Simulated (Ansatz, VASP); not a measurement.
## Two plane-wave programs on Al3H2

```xyz
5
Lattice="3.0614 0.0000 0.0000 -1.5307 2.6512 0.0000 0.0000 0.0000 7.1326" Properties=species:S:1:pos:R:3 pbc="T T T"
Al    0.0000    1.7675    2.1313
Al    1.5307    0.8837    5.0013
Al    0.0000    0.0000    0.0000
H     0.0000    1.7675    4.2242
H     1.5307    0.8837    2.9085
```

Alike in both runs: functional PBE; k mesh 12 × 12 × 6; occupations gaussian, width 0.1 eV; no spin polarisation.

Ansatz relaxed the structure, and its values are those at the end. VASP's run is a single point on that final structure, the one shown.

|  | VASP | Ansatz |
| --- | --- | --- |
| version | VASP 6.6.1 | Ansatz 0.2.0 |
| potentials or method | VASP PAW PBE potentials, release 64 (Al, H), cutoff 520 eV | scalar-relativistic, plane waves, PAW |
| valence electrons in the cell | 11 | 11 |

|  | VASP | Ansatz | Ansatz less VASP |
| --- | --- | --- | --- |
| gap on the k mesh at the Fermi level (eV) | none | none | - |
| pressure (GPa) | -0.1 | 0.0 | +0.08 |

A gap of «none» marks a metal or a gap that the smearing closes.
